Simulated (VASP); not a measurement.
**Al: single point with PBEsol**

Al:

```
Al
1.0
     2.83108    0.00000    0.00000
    -1.41554    2.45179    0.00000
     0.00000    0.00000    4.89908
Al
2
Direct
  0.33333 0.66667 0.25000
  0.66667 0.33333 0.75000
```

This cell differs from its parent crystal: volume scaled by 1.02.

* Program: VASP 6.6.1
* Task: single point
* Functional: PBEsol
* Potentials or basis: VASP PAW PBE potentials, release 64 (Al)
* Cutoff: 520 eV
* k mesh: 11 × 11 × 6
* Occupations: fermi-dirac, width 0.05 eV
* Spin: no spin polarisation

```yaml
Pressure: -2.7 GPa
Band_gap_on_the_k_mesh: zero (band 3 reaches 11.06 eV, above the bottom of band 4 at 4.72 eV)
```

Stress tensor (GPa, compression positive):
```
-1.31  0.00  0.00
 0.00 -1.31  0.00
 0.00  0.00 -5.44
```

Levels at points of the mesh, in eV from the Fermi level:
```
           k point  band 1  band 2  band 3  band 4  band 5  band 6
(0.00, 0.00, 0.00)  -10.95   -5.05   -4.76   11.03   11.22   11.22
(0.00, 0.00, 0.50)   -9.41   -9.41    2.33    2.33   12.30   12.30
```

It took 7.5 s on 1 thread of Intel(R) Xeon(R) Platinum 8488C (Sapphire Rapids) (shared host), peak memory 0.15 GiB.

Caveat: the PAW data sets were made with another functional, which shifts forces and pressure a little.
